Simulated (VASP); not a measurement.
InF3: electric field gradients with LDA

The system is InF3.

```
In F
1.0
     2.54184    1.46753    4.85285
    -2.54184    1.46753    4.85285
     0.00000   -2.93506    4.85285
In F
2 6
Direct
  0.00000 0.00000 0.00000
  0.50000 0.50000 0.50000
  0.90410 0.59590 0.25000
  0.25000 0.90410 0.59590
  0.59590 0.25000 0.90410
  0.09590 0.40410 0.75000
  0.75000 0.09590 0.40410
  0.40410 0.75000 0.09590
```

```yaml
Program: VASP 6.6.1
Task: electric field gradients
Functional: LDA
Potentials_or_basis: VASP PAW LDA potentials, release 64 (In_d, F)
Cutoff: 520 eV
k_mesh: 6 × 6 × 6
Occupations: gaussian, width 0.01 eV
Spin: no spin polarisation
Dipole_correction: no
Further_INCAR_settings: ALGO = Normal; EDIFF = 1e-08; NBANDS = 44
```

```yaml
Pressure: 0.6 GPa
Largest_force: 0.048 eV/Å
Band_gap_on_the_k_mesh: 4.26 eV, indirect (least direct gap 4.26 eV)
```

Forces on the atoms (eV/Å):
```
In   0.000  0.000  0.000
In   0.000  0.000  0.000
F    0.048  0.000  0.000
F   -0.024  0.042  0.000
F   -0.024 -0.042  0.000
F   -0.048  0.000  0.000
F    0.024 -0.042  0.000
F    0.024  0.042  0.000
```

Stress tensor (GPa, compression positive):
```
0.54 0.00 0.00
0.00 0.54 0.00
0.00 0.00 0.68
```

Levels at points of the mesh, in eV from the valence-band top:
```csv
k point,band 30,band 31,band 32,band 33,band 34,band 35,band 36,band 37,band 38,band 39
"(0.00, 0.00, 0.00)",-0.20,-0.16,-0.16,-0.01,-0.01,4.26,9.89,10.56,11.87,11.87
"(0.50, 0.00, 0.00)",-0.47,-0.30,-0.30,-0.15,-0.15,7.00,7.00,11.27,11.27,12.12
"(0.50, 0.50, 0.00)",-0.32,-0.29,-0.18,-0.07,0.00,6.95,8.52,9.79,10.72,10.99
"(0.50, 0.50, 0.50)",-0.63,-0.12,-0.12,-0.12,-0.12,6.74,6.74,12.05,12.05,12.70
```

Electric field gradients, principal values (V/Å²):
```tsv
atom	least	middle	greatest (by size)
1 In	10.058	10.058	-20.117
2 In	10.058	10.058	-20.117
3 F	-39.667	-80.320	119.987
4 F	-39.667	-80.320	119.987
5 F	-39.667	-80.320	119.987
6 F	-39.667	-80.320	119.987
7 F	-39.667	-80.320	119.987
8 F	-39.667	-80.320	119.987
```

Run time: 3.9 min on 1 thread of Intel Xeon 6975P-C (shared host), peak memory 0.28 GiB.

Caveat: without QUAD_EFG the Cq values of the log hold for a quadrupole moment of 1 mb, not for the nuclei; spin-orbit coupling is left out, which moves the levels of the heavy elements. A hybrid or GW would open this gap; LDA tends to underestimate it.
